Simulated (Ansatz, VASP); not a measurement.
# One calculation of HfC, two programs

File INCAR:

```
PREC = Accurate ; ENCUT = 520
EDIFF = 1E-6 ; ISMEAR = -1
SIGMA = 0.05 ; LREAL = False
LASPH = True ; NELM = 60
ALGO = Normal ; ISIF = 2
LWAVE = False ; LCHARG = False
GGA = PS ; NBANDS = 22
```

File KPOINTS:

```
Automatic mesh
0
Gamma
  5 5 3
```

File POSCAR:

```
HfC
1.0
    3.3578000000      0.0033400000     -0.0525200000
   -1.6760100000      2.9268900000      0.0114900000
   -0.0817400000     -0.0265400000      5.2508800000
Hf C
2 2
Direct
    0.7300280146      0.3806831157      0.7733580181
    0.2997600000      0.6840500000      0.2451000000
    0.9767700000      0.9808300000      0.9618200000
    0.9706000000      0.9766700000      0.4899200000
```

Input for Ansatz:

```yaml
crystal:
  lattice:
    - [3.3578, 0.00334, -0.05252]
    - [-1.67601, 2.92689, 0.01149]
    - [-0.08174, -0.02654, 5.25088]
  atoms:
    - { symbol: Hf, position: [0.7300280146091356, 0.3806831157068803, 0.773358018089882] }
    - { symbol: Hf, position: [0.29976, 0.68405, 0.2451] }
    - { symbol: C, position: [0.97677, 0.98083, 0.96182] }
    - { symbol: C, position: [0.9706, 0.97667, 0.48992] }
basis:
  ecutwfc: 540.0
  xc_grid: 2
kpoints:
  mp_grid:
    grid: [5, 5, 3]
hamiltonian:
  xc: pbesol
scf:
  convergence:
    dr2_threshold: 1.0e-09
  occupations:
    method: fermi_dirac
    width: 0.05
output:
  forces: true
  stress: true
```

Alike in both runs: task single point; functional PBEsol; k mesh 5 × 5 × 3; occupations fermi-dirac, width 0.05 eV; no spin polarisation.

```csv
,VASP,Ansatz
version,VASP 6.6.1,Ansatz 0.2.0
potentials or method,"VASP PAW PBE potentials, release 64 (Hf_pv, C), cutoff 520 eV","plane waves, PAW"
valence electrons in the cell,28,60
```

VASP gave:

| Property | Result |
| --- | --- |
| pressure (GPa) | -2.8 |
| traceless stress, the component that is largest in VASP (GPa) | 8.45 |
| rms of the force components (eV/Å) | 2.361 |

What did Ansatz give for the same quantities?

Pressure (GPa): -2.5; traceless stress, the component that is largest in VASP (GPa): 8.45; rms of the force components (eV/Å): 2.342.

VASP's potentials were made for PBE, not for PBEsol. Atom by atom the forces differ by 0.024 eV/Å (rms over components). VASP's potentials hold 28 valence electrons a cell and Ansatz's 60, so a difference there can come from the potentials and not from the codes. Ansatz's warnings: stress scf threshold loose.

The k mesh is coarse, so the values compare programs but aren't converged. Neither program's run includes spin-orbit coupling.
